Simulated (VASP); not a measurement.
Wanted: the native input for a VASP 6.6.1 run.

```
Task                   : single point
Functional             : PBE
Potentials or basis    : VASP PAW PBE potentials, release 64 (Ga_d, As)
Cutoff                 : 520 eV
k mesh                 : 15 × 15 × 15
Occupations            : fermi-dirac, width 0.08 eV
Spin                   : no spin polarisation
Dipole correction      : no
Further INCAR settings : ALGO = Normal; EDIFF = 1e-06; NBANDS = 16
```

The structure of GaAs (rocksalt type) lies in POSCAR:

```
GaAs
1.0
    0.0000000000      2.6411555683      2.6411555683
    2.6411555683      0.0000000000      2.6411555683
    2.6411555683      2.6411555683      0.0000000000
Ga As
1 1
Direct
    0.0000000000      0.0000000000      0.0000000000
    0.5000000000      0.5000000000      0.5000000000
```

This cell differs from its parent crystal: volume scaled by 0.94.

These files were run (other wordings do the same):

INCAR

```
ALGO     = Normal         # electronic algorithm
EDIFF    = 1E-6           # SCF threshold, eV
ENCUT    = 520            # plane-wave cutoff, eV
GGA      = PE             # functional
ISIF     = 2              # what is computed and relaxed
ISMEAR   = -1             # smearing method
LASPH    = T              # aspherical terms in the spheres
LCHARG   = T              # write CHGCAR
LELF     = T              # ELF
LREAL    = F              # projectors in reciprocal space
LVHAR    = T            
LWAVE    = F              # write WAVECAR
NBANDS   = 16             # bands
NELM     = 60             # most SCF steps
PREC     = Accurate       # precision mode
SIGMA    = 0.08           # smearing width, eV
```

KPOINTS

```
k-points
0
Gamma
  15 15 15
```

Potentials or basis: VASP PAW PBE potentials, release 64 (Ga_d, As).

Command:

```console
$ cat potpaw_PBE.64/Ga_d/POTCAR potpaw_PBE.64/As/POTCAR > POTCAR
$ mpirun -np 1 vasp_std > vasp.out
```

Results of the run:

```
Pressure               : 5.3 GPa
Band gap on the k mesh : zero (band 9 reaches 6.51 eV, above the bottom of band 10 at 3.17 eV)
```

It took 39 s on 1 thread of Intel(R) Xeon(R) Platinum 8488C (Sapphire Rapids), with other jobs on the host, peak memory 0.21 GiB.
